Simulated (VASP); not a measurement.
# FeO (Fm-3m) in VASP: single point with PBE

Aim: the single point of FeO with PBE.

All numbers are computed with VASP 6.6.1; they aren't measurements. Logs are shortened: lines on timing, memory, paths and dates and some standing lists are left out, and cuts for length are marked.

## Step 1: The cell of the first run

The structure is cubic, space group Fm-3m (No. 225). Conventional cell: a = 4.330 Å, b = 4.330 Å, c = 4.330 Å, α = 90.00°, β = 90.00°, γ = 90.00°. Within 2.9 Å of Fe (site symmetry m-3m) lie 6 O at 2.17 Å. Within 2.9 Å of O (site symmetry m-3m) lie 6 Fe at 2.17 Å.

## Step 2: Single point, PBE, collinear spin, ferromagnetic start

The input, INCAR:

```
PREC = Accurate
ENCUT = 600
EDIFF = 1E-6
ISMEAR = -1
SIGMA = 0.05
LREAL = False
LASPH = True
NELM = 200
ALGO = Normal
ISIF = 2
LWAVE = False
LCHARG = False
ISPIN = 2
MAGMOM = 4 0
LORBIT = 11
LMAXMIX = 4
GGA = PE
NBANDS = 18
GGA_COMPAT = False
```

The input, KPOINTS:

```
regular mesh
0
Gamma
  4 4 4
```

The input, POSCAR:

```
FeO
1.0
    0.0000000000      2.1650000000      2.1650000000
    2.1650000000      0.0000000000      2.1650000000
    2.1650000000      2.1650000000      0.0000000000
Fe O
1 1
Direct
    0.0000000000      0.0000000000      0.0000000000
    0.5000000000      0.5000000000      0.5000000000
```

Potentials or basis: VASP PAW PBE potentials, release 64 (Fe, O).

Launch:

```console
cat potpaw_PBE.64/Fe/POTCAR potpaw_PBE.64/O/POTCAR > POTCAR
mpirun -np 1 vasp_std > vasp.out
```

OUTCAR:

```text
PREC = Accurate
   ENCUT = 600
   EDIFF = 1E-6
   ISMEAR = -1
   LREAL = False
   LASPH = True
   NELM = 200
   ISIF = 2
   ISPIN = 2
   LORBIT = 11
   GGA = PE

 ion  position               nearest neighbor table
   1  0.000  0.000  0.000-   2 2.17   2 2.17   2 2.17   2 2.17   2 2.17   2 2.17
   2  0.500  0.500  0.500-   1 2.17   1 2.17   1 2.17   1 2.17   1 2.17   1 2.17

  LATTYP: Found a face centered cubic cell.
 ALAT       =     4.3300000000

  Lattice vectors:

 A1 = (   0.0000000000,   2.1650000000,   2.1650000000)
 A2 = (   2.1650000000,   0.0000000000,   2.1650000000)
 A3 = (   2.1650000000,   2.1650000000,   0.0000000000)

Analysis of symmetry for initial positions (statically):
=====================================================================
 Subroutine PRICEL returns:
 Original cell was already a primitive cell.

 Routine SETGRP: Setting up the symmetry group for a
 face centered cubic supercell.

 Subroutine GETGRP returns: Found 48 space group operations
 (whereof 48 operations were pure point group operations)
 out of a pool of 48 trial point group operations.

The static configuration has the point symmetry O_h .

Analysis of symmetry for dynamics (positions and initial velocities):
=====================================================================
 Subroutine PRICEL returns:
 Original cell was already a primitive cell.

 Routine SETGRP: Setting up the symmetry group for a
 face centered cubic supercell.

 Subroutine GETGRP returns: Found 48 space group operations
 (whereof 48 operations were pure point group operations)
 out of a pool of 48 trial point group operations.

The dynamic configuration has the point symmetry O_h .

Analysis of structural, dynamic, and magnetic symmetry:
=====================================================================
 Subroutine PRICEL returns:
 Original cell was already a primitive cell.

 Routine SETGRP: Setting up the symmetry group for a
 face centered cubic supercell.

 Subroutine GETGRP returns: Found 48 space group operations
 (whereof 48 operations were pure point group operations)
 out of a pool of 48 trial point group operations.

The overall configuration has the point symmetry O_h .

 Subroutine INISYM returns: Found 48 space group operations
 (whereof 48 operations are pure point group operations),
 and found     1 'primitive' translations

----------------------------------------------------------------------------------------

                                     Primitive cell

  volume of cell :      20.2957

  direct lattice vectors                    reciprocal lattice vectors
     0.000000000  2.165000000  2.165000000    -0.230946882  0.230946882  0.230946882
     2.165000000  0.000000000  2.165000000     0.230946882 -0.230946882  0.230946882
     2.165000000  2.165000000  0.000000000     0.230946882  0.230946882 -0.230946882

  length of vectors
     3.061772363  3.061772363  3.061772363     0.400011734  0.400011734  0.400011734

  position of ions in fractional coordinates (direct lattice)
     0.000000000  0.000000000  0.000000000
     0.500000000  0.500000000  0.500000000

  ion indices of the primitive-cell ions
   primitive index   ion index
                 1           1
                 2           2

----------------------------------------------------------------------------------------

 KPOINTS: regular mesh

Automatic generation of k-mesh.
 Grid dimensions read from file:
 generate k-points for:    4    4    4

 Generating k-lattice:

  Cartesian coordinates                     Fractional coordinates (reciprocal lattice)
    -0.057736721  0.057736721  0.057736721     0.250000000  0.000000000  0.000000000
     0.057736721 -0.057736721  0.057736721     0.000000000  0.250000000  0.000000000
     0.057736721  0.057736721 -0.057736721     0.000000000  0.000000000  0.250000000

  Length of vectors
     0.100002933  0.100002933  0.100002933

  Shift w.r.t. Gamma in fractional coordinates (k-lattice)
     0.000000000  0.000000000  0.000000000

 Subroutine IBZKPT returns following result:
 ===========================================

 Found      8 irreducible k-points:

 Following reciprocal coordinates:
            Coordinates               Weight
  0.000000  0.000000  0.000000      1.000000
  0.250000  0.000000  0.000000      8.000000
  0.500000  0.000000  0.000000      4.000000
  0.250000  0.250000  0.000000      6.000000
  0.500000  0.250000  0.000000     24.000000
 -0.250000  0.250000  0.000000     12.000000
  0.500000  0.500000  0.000000      3.000000
 -0.250000  0.500000  0.250000      6.000000
   k-points           NKPTS =      8   k-points in BZ     NKDIM =      8   number of bands    NBANDS=     18
   number of dos      NEDOS =    301   number of ions     NIONS =      2
   total plane-waves  NPLWV =  13824
   dimension x,y,z NGX =    24 NGY =   24 NGZ =   24
   dimension x,y,z NGXF=    48 NGYF=   48 NGZF=   48
   ions per type =               1   1
   NGX,Y,Z   is equivalent  to a cutoff of  13.03, 13.03, 13.03 a.u.
   NGXF,Y,Z  is equivalent  to a cutoff of  26.06, 26.06, 26.06 a.u.
 SYSTEM =  unknown system
   PREC   = accura    normal or accurate (medium, high low for compatibility)
   ISTART =      0    job   : 0-new  1-cont  2-samecut
   ICHARG =      2    charge: 1-file 2-atom 10-const
   ISPIN  =      2    spin polarized calculation?
   LNONCOLLINEAR =      F non collinear calculations
   LSORBIT =      F    spin-orbit coupling
   LASPH  =      T    aspherical Exc in radial PAW
   ENCUT  =  600.0 eV  44.10 Ry    6.64 a.u.   6.12  6.12  6.12*2*pi/ulx,y,z
   NELM   =    200;   NELMIN=  2; NELMDL= -5     # of ELM steps
   EDIFF  = 0.1E-05   stopping-criterion for ELM
   LREAL  =      F    real-space projection
   EDIFFG = 0.1E-04   stopping-criterion for IOM
   NSW    =      0    number of steps for IOM
   IBRION =     -1    ionic relax: 0-MD 1-quasi-New 2-CG
   NFREE  =      0    steps in history (QN), initial steepest desc. (CG)
   ISIF   =      2    stress and relaxation
   ISYM   =      2    0-nonsym 1-usesym 2-fastsym
   POTIM  = 0.5000    time-step for ionic-motion
   TEBEG  =    0.0;   TEEND  =   0.0 temperature during run
   PSTRESS=    0.0 pullay stress
   NELECT =      14.0000    total number of electrons
   NUPDOWN=      -1.0000    fix difference up-down
   EMIN   =  10.00;   EMAX   =-10.00  energy-range for DOS
   EFERMI =   0.00;   METHOD = LEGACY
   ISMEAR =    -1;   SIGMA  =   0.05  broadening in eV -4-tet -1-fermi 0-gaus
   EFERMI_NEDOS =   21; number of points for ismear=-14 and -15
   IALGO  =     38    algorithm
   IMIX   =      4    mixing-type and parameters
     AMIX     =   0.40;   BMIX     =  1.00
     AMIX_MAG =   1.60;   BMIX_MAG =  1.00
  volume/ion in A,a.u.               =      10.15        68.48
  Fermi-wavevector in a.u.,A,eV,Ry     =   1.446493  2.733475 28.468033  2.092341
  Thomas-Fermi vector in A             =   2.564555
   LORBIT       =     11    0 simple, 1 ext, 2 COOP (PROOUT), +10 PAW based schemes
   GGA     = PE    functional components
   LHFCALC =     F    Hartree Fock is set to
   AEXX    =    0.0000 exact exchange contribution
   IVDW    =     0    specifies the selected vdW correction
   LEPSILON=     F    determine dielectric tensor
   LRPA    =     F    only Hartree local field effects (RPA)
 spin polarized calculation
  energy-cutoff  :      600.00
  volume of cell :       20.30
 maximum number of plane-waves:       700
   NGX = 13   NGY = 13   NGZ = 13

 number of electron      14.0000000 magnetization       4.0053419

 Free energy of the ion-electron system (eV)
  ---------------------------------------------------
  ext. energy  EPLUGINS =         0.00000000
  ---------------------------------------------------
  free energy    TOTEN  =       -14.92544899 eV

  energy without entropy =      -14.91037494  energy(sigma->0) =      -14.91791196

 E-fermi :   6.0040     XC(G=0): -12.0899

 val. band max:        5.8999537860   @ k =   0.2500   0.0000   0.0000
 cond. band min:       6.0217237993   @ k =  -0.2500   0.5000   0.2500
 fundamental gap:      0.1217700133
 Fermi energy:         6.0040238302

 spin component 1

 k-point     1 :       0.0000    0.0000    0.0000
  band No.  band energies     occupation
      1     -14.5691      1.00000
      2       2.2086      1.00000
      3       2.2086      1.00000
      4       2.2086      1.00000
      5       2.2918      1.00000
      6       2.2918      1.00000
[... 10 lines left out ...]
     17      26.4520      0.00000
     18      29.6442      0.00000
[... 127 lines left out ...]
 k-point     8 :      -0.2500    0.5000    0.2500
  band No.  band energies     occupation
      1     -13.3571      1.00000
      2      -0.6379      1.00000
      3      -0.6379      1.00000
      4      -0.5043      1.00000
      5       3.0444      1.00000
      6       3.0444      1.00000
[... 10 lines left out ...]
     17      34.3989      0.00000
     18      35.6667      0.00000
 Fermi energy:         6.0040238302

 spin component 2

 k-point     1 :       0.0000    0.0000    0.0000
  band No.  band energies     occupation
      1     -14.0268      1.00000
      2       2.8623      1.00000
      3       2.8623      1.00000
      4       2.8623      1.00000
      5       5.3468      1.00000
      6       5.3471      1.00000
[... 10 lines left out ...]
     17      28.0309      0.00000
     18      30.7079      0.00000
[... 127 lines left out ...]
 k-point     8 :      -0.2500    0.5000    0.2500
  band No.  band energies     occupation
      1     -12.7615      1.00000
      2       0.0557      1.00000
      3       0.0558      1.00000
      4       0.6187      1.00000
      5       6.0217      0.41241
      6       6.0220      0.41127
[... 10 lines left out ...]
     17      35.2368      0.00000
     18      35.7217      0.00000

------------------------ aborting loop because EDIFF is reached ----------------------------------------

  FORCE on cell =-STRESS in cart. coord.  units (eV):
  Direction    XX          YY          ZZ          XY          YZ          ZX
  --------------------------------------------------------------------------------------
  -------------------------------------------------------------------------------------
  Total       -0.3272081     -0.3272081     -0.3272081     -0.0000000      0.0000000     -0.0000000
  in kB      -25.8303905    -25.8303905    -25.8303905     -0.0000000      0.0000000     -0.0000000
  external PRESSURE =     -25.8303905 kB  Pullay stress =       0.0000000 kB

 VOLUME and BASIS-vectors are now :
 -----------------------------------------------------------------------------
  energy-cutoff  :      600.00
  volume of cell :       20.30
      direct lattice vectors                 reciprocal lattice vectors
     0.000000000  2.165000000  2.165000000    -0.230946882  0.230946882  0.230946882
     2.165000000  0.000000000  2.165000000     0.230946882 -0.230946882  0.230946882
     2.165000000  2.165000000  0.000000000     0.230946882  0.230946882 -0.230946882

 POSITION                                       TOTAL-FORCE (eV/Angst)
 -----------------------------------------------------------------------------------
      0.00000      0.00000      0.00000         0.000000     -0.000000      0.000000
      2.16500      2.16500      2.16500        -0.000000      0.000000      0.000000
 -----------------------------------------------------------------------------------
    total drift:                                0.000000     -0.000000      0.000000

  FREE ENERGIE OF THE ION-ELECTRON SYSTEM (eV)
  ---------------------------------------------------
  free  energy   TOTEN  =       -14.9254489872 eV

  energy  without entropy=      -14.9103749389  energy(sigma->0) =      -14.91791196

 total charge

# of ion       s       p       d       tot
------------------------------------------
    1        0.284   0.348   6.079   6.711
    2        1.553   3.432   0.000   4.984
--------------------------------------------------
tot          1.837   3.780   6.079  11.696

 magnetization (x)

# of ion       s       p       d       tot
------------------------------------------
    1        0.025   0.019   3.573   3.617
    2        0.029   0.281   0.000   0.310
--------------------------------------------------
tot          0.054   0.300   3.573   3.927
```

Run time: 7.8 s. Hardware: 1 thread of Intel Xeon 6975P-C (Granite Rapids), shared host; peak memory 0.14 GiB.

Results:

```yaml
Free_energy: -14.9254 eV
Pressure: -2.6 GPa
Band_gap_on_the_k_mesh: zero (filled and empty bands overlap)
Net_moment: 4.01 μB per cell
Site_moments: Fe +3.62; O +0.31 μB
Valence_electrons_inside_the_program's_atomic_spheres: Fe 6.71; O 4.98
```

Levels at points of the mesh, in eV from the Fermi level:
Spin up:
```csv
k point,band 7,band 8,band 9,band 10,band 11,band 12
"(0.00, 0.00, 0.00)",-3.71,-3.61,-3.61,0.07,15.48,16.98
"(0.50, 0.00, 0.00)",-2.45,-0.33,-0.33,4.11,8.39,12.51
"(0.50, 0.50, 0.00)",-2.78,-2.75,-2.75,5.24,8.70,10.76
```
Spin down:
```
           k point  band 2  band 3  band 4  band 5  band 6  band 7  band 8  band 9
(0.00, 0.00, 0.00)   -3.14   -3.14   -3.14   -0.66   -0.66   -0.66    0.26    0.26
(0.50, 0.00, 0.00)   -7.83   -5.01   -5.01    0.44    0.44    0.64    2.79    2.79
(0.50, 0.50, 0.00)   -6.73   -4.30   -4.30   -2.00    0.78    0.78    0.79    1.17
```

Caveat: the k points lie up to 0.63 Å⁻¹ apart; a cell with one magnetic atom can't hold antiferromagnetic order, which such compounds often take; semilocal functionals often make such compounds metallic where correlation or magnetic order opens a gap, which also shifts bond lengths. With open d or f shells a metallic result of PBE can be an artefact of self-interaction; +U or a hybrid may open a gap.
